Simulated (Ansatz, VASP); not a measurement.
## One calculation of SiNi3, two programs

```
Si Ni
1.0
     3.50489    0.00000    0.00000
     0.00000    3.50489    0.00000
     0.00000    0.00000    3.50489
Si Ni
1 3
Direct
  0.00000 0.00000 0.00000
  0.00000 0.50000 0.50000
  0.50000 0.00000 0.50000
  0.50000 0.50000 0.00000
```

Alike in both runs: task relaxation of cell and atoms; functional PBE; k mesh 14 × 14 × 14; occupations gaussian, width 0.1 eV; no spin polarisation.

|  | VASP | Ansatz |
| --- | --- | --- |
| version | VASP 6.6.1 | Ansatz 0.2.0 |
| potentials or method | VASP PAW PBE potentials, release 64 (Si, Ni), cutoff 600 eV | scalar-relativistic, plane waves, PAW |
| valence electrons in the cell | 34 | 58 |

|  | VASP | Ansatz | Ansatz less VASP |
| --- | --- | --- | --- |
| gap on the k mesh at the Fermi level, each at its own relaxed structure (eV) | none | none | - |
| relaxed volume (Å³/atom) | 10.78 | 10.78 | -0.005 |
| relaxed cell length with the largest relative difference (Å) | 3.507 | 3.506 | -0.0006 |

A gap of «none» marks a metal or a gap that the smearing closes. VASP's potentials hold 34 valence electrons a cell and Ansatz's 58, so a difference there can come from the potentials and not from the codes.
